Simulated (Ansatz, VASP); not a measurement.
## Two plane-wave programs on WS2

```
CELL_PARAMETERS angstrom
3.14608 0.00000 0.00000
-1.57304 2.72459 0.00000
0.00000 0.00000 12.95870
ATOMIC_POSITIONS crystal
W 0.33333 0.66667 0.25000
W 0.66667 0.33333 0.75000
S 0.33333 0.66667 0.62901
S 0.66667 0.33333 0.12901
S 0.33333 0.66667 0.87099
S 0.66667 0.33333 0.37099
```

Change from the starting cell: strain along c alone, the other axes held, atoms relaxed: +2.0 %.

Alike in both runs: functional PBEsol; k mesh 12 × 12 × 2; occupations gaussian, width 0.02 eV; no spin polarisation.

Ansatz relaxed the structure, and its values are those at the end. VASP's run is a single point on that final structure, the one shown.

|  | VASP | Ansatz |
| --- | --- | --- |
| version | VASP 6.6.1 | Ansatz 0.2.0 |
| potentials or method | VASP PAW PBE potentials, release 64 (W_sv, S), cutoff 520 eV | scalar-relativistic, plane waves, PAW |
| valence electrons in the cell | 52 | 52 |

Ansatz gave:

* gap on the k mesh at the Fermi level (eV): 1.21
* least direct gap on the mesh (eV): 1.88
* pressure (GPa): -0.1
* rms of the force components (eV/Å): 0.002

What did VASP give for the same quantities?

gap on the k mesh at the Fermi level (eV): 1.22; least direct gap on the mesh (eV): 1.88; pressure (GPa): 0.0; rms of the force components (eV/Å): 0.012.

VASP's potentials were made for PBE, not for PBEsol. With one functional, cell and mesh, what is left measures potentials, basis and numerics. Ansatz's warnings: stress scf threshold loose.

Neither program's run includes spin-orbit coupling.
